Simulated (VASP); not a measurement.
Runs of VASP 6.6.1 on Ir. The structure is that of space group Fm-3m (No. 225), or close to it. The cells are those of the table. 

| cell | gap on the mesh (eV) | pressure (GPa) |
| --- | --- | --- |
| a = 2.779 Å, angles 60.0°, 1 atom | none | -13.7 |
| a = 2.709 Å, angles 60.0°, 1 atom | none | (a) |
| a = 2.745 Å, angles 60.0°, 1 atom | none | -2.2 |
| a = 2.635 Å, angles 60.0°, 1 atom | none | (b) |
| a = 2.672 Å, angles 60.0°, 1 atom | none | 31.0 |

Alike in all rows: task single point; level PBE; potentials or basis VASP PAW PBE potentials, release 64 (Ir); no spin polarisation; k mesh 13 × 13 × 13; cutoff (eV) 500; smearing gaussian 0.1 eV.

Task: Estimate the missing entries.

Result: (a) 12.4; (b) 54.5.

Caveats: spin-orbit coupling is left out, which moves the levels of the heavy elements; the cell stands under pressure (at least some runs); the cell stands under tension (at least some runs).

A k mesh can miss the band edges, and the runs leave out spin-orbit coupling on Ir.

A gap of «none» marks levels without a gap at the run's occupations.
